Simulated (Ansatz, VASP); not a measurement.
# One calculation of CrW3, two programs

```
Cr W
1.0
     3.95439    0.00000    0.00000
     0.00000    3.95439    0.00000
     0.00000    0.00000    3.95439
Cr W
1 3
Cartesian
  0.0000 0.0000 0.0000
  0.0000 1.9772 1.9772
  1.9772 0.0000 1.9772
  1.9772 1.9772 0.0000
```

Alike in both runs: functional PBE; k mesh 4 × 4 × 4; occupations gaussian, width 0.1 eV; no spin polarisation.

Ansatz relaxed the structure, and its values are those at the end. VASP's run is a single point on that final structure, the one shown.

|  | VASP | Ansatz |
| --- | --- | --- |
| version | VASP 6.6.1 | Ansatz 0.2.0 |
| potentials or method | VASP PAW PBE potentials, release 64 (Cr_pv, W_sv), cutoff 520 eV | scalar-relativistic, plane waves, PAW |
| valence electrons in the cell | 54 | 56 |

|  | VASP | Ansatz | Ansatz less VASP |
| --- | --- | --- | --- |
| gap on the k mesh at the Fermi level (eV) | none | none | - |
| pressure (GPa) | 0.2 | -0.1 | -0.32 |

A gap of «none» marks a metal or a gap that the smearing closes. VASP's potentials hold 54 valence electrons a cell and Ansatz's 56, so a difference there can come from the potentials and not from the codes.

The k mesh is coarse, so the values compare programs but aren't converged. Neither program's run includes spin-orbit coupling.
